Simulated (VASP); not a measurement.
Here is a VASP 6.6.1 calculation.

The input INCAR:

```
SYSTEM = CsCaH3
  PREC = Accurate
  ENCUT = 520
  EDIFF = 1E-6
  ISMEAR = 0
  SIGMA = 0.05
  LREAL = .FALSE.
  LASPH = .TRUE.
  NELM = 100
  ALGO = Normal
  ISIF = 2
  LWAVE = .FALSE.
  LCHARG = .FALSE.
  NBANDS = 19
```

Contents of KPOINTS:

```
Automatic mesh
0
G
  6 6 6
  0 0 0
```

File POSCAR:

```
CsCaH3
1.0
    4.8291393700      0.0000000000      0.0000000000
    0.0000000000      4.6211860000      0.0000000000
    0.0000000000      0.0000000000      4.6211860000
Cs Ca H
1 1 3
Direct
    0.0000000000      0.0000000000      0.0000000000
    0.5000000000      0.5000000000      0.5000000000
    0.5000000000      0.0000000000      0.5000000000
    0.0000000000      0.5000000000      0.5000000000
    0.5000000000      0.5000000000      0.0000000000
```

Potentials or basis: VASP PAW LDA potentials, release 64 (Cs_sv, Ca_sv, H).

Command:

```bash
$ cat potpaw_LDA.64/Cs_sv/POTCAR potpaw_LDA.64/Ca_sv/POTCAR potpaw_LDA.64/H/POTCAR > POTCAR
$ mpirun -np 1 vasp_std > vasp.out
```

Task: Predict the band gap on the k mesh.

Result: 2.77 eV (least direct gap 2.80 eV).

Task: What does it give for the pressure?

Result: -3.0 GPa.

Stress tensor (GPa, compression positive):
```
-3.93  0.00  0.00
 0.00 -2.60  0.00
 0.00  0.00 -2.60
```

Caveat: the cell differs from its parent crystal (strain +0.0450 x Voigt [1, 0, 0, 0, 0, 0]); the cell stands under tension; spin-orbit coupling is left out, which moves the levels of the heavy elements. A k mesh can miss the band edges.
